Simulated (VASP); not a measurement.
The system is Ga.

```
Ga
1.0
     1.45000   -4.06500    0.00000
     1.45000    4.06500    0.00000
     0.00000    0.00000    3.17000
Ga
2
Direct
  0.13300 0.86700 0.75000
  0.86700 0.13300 0.25000
```

```yaml
Program: VASP 6.6.1
Task: relaxation of cell and atoms
Functional: PBEsol
Potentials_or_basis: VASP PAW PBE potentials, release 64 (Ga_d)
Cutoff: 600 eV
k_mesh: 10 × 10 × 8
Occupations: fermi-dirac, width 0.05 eV
Spin: no spin polarisation
```

At the start: pressure -2.2 GPa; volume 18.68 Å³/atom.

Q: Where does the relaxation end?

A: Over 7 steps the energy falls by 9.1 meV/atom and the volume is 17.93 Å³/atom (-4.0 %); space group Cmcm (No. 63, to 0.1 Å) before and after.

Step by step:
```csv
step,energy change (eV),largest force (eV/Å),pressure (GPa),volume (Å³)
1,0.0000,0.2098,-2.18,37.37
2,-0.0170,0.0825,-0.15,36.01
3,-0.0176,0.0535,0.24,35.73
4,-0.0176,0.0491,0.44,35.69
5,-0.0183,0.0083,-0.06,35.84
6,-0.0183,0.0069,0.07,35.84
7,-0.0183,0.0098,0.02,35.86
```

Final structure:
```xyz
2
Lattice="1.4098 -4.0198 0.0000 1.4098 4.0198 0.0000 0.0000 0.0000 3.1640" Properties=species:S:1:pos:R:3 pbc="T T T"
Ga    1.4098    2.9347    2.3730
Ga    1.4098   -2.9347    0.7910
```

Caveat: the PAW data sets were made with another functional, which shifts forces and pressure a little.
